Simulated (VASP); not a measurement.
**CoSi2: single point with revPBE+D3(BJ)**

Crystal: CoSi2.

```
Co Si
1.0
     0.00000    2.63641    2.63641
     2.63641    0.00000    2.63641
     2.63641    2.63641    0.00000
Co Si
1 2
Direct
  0.00000 0.00000 0.00000
  0.25000 0.25000 0.25000
  0.75000 0.75000 0.75000
```

| Item | Value |
| --- | --- |
| Program | VASP 6.6.1 |
| Task | single point |
| Functional | revPBE |
| Dispersion | D3(BJ) |
| Potentials or basis | VASP PAW PBE potentials, release 64 (Co, Si) |
| Cutoff | 520 eV |
| k mesh | 11 × 11 × 11 |
| Occupations | fermi-dirac, width 0.1 eV |
| Spin | collinear spin, ferromagnetic start |
| Starting moments | [2.5, 0.0, 0.0] μB |

| Property | Result |
| --- | --- |
| Pressure | -0.6 GPa |
| Net moment | 0.00 μB per cell |
| Valence electrons inside the program's atomic spheres | Co 8.99; Si 1.62 |
| Dispersion energy per atom | -0.905 eV |

Levels at points of the mesh, in eV from the Fermi level:
Spin up:
```csv
k point,band 7,band 8,band 9,band 10,band 11,band 12
"(0.00, 0.00, 0.00)",1.31,3.43,3.43,3.43,3.60,3.60
```
Spin down:
```csv
k point,band 5,band 6,band 7,band 8,band 9,band 10,band 11,band 12,band 13,band 14
"(0.00, 0.00, 0.00)",-2.08,-2.08,1.31,3.43,3.43,3.43,3.60,3.60,3.60,5.90
```

Run time: 2.4 min on 1 thread of Intel Xeon 8259CL (shared host), peak memory 0.22 GiB.

Caveat: the moments typed at the start vanished in this run; the PAW data sets were made with another functional, which shifts forces and pressure a little.
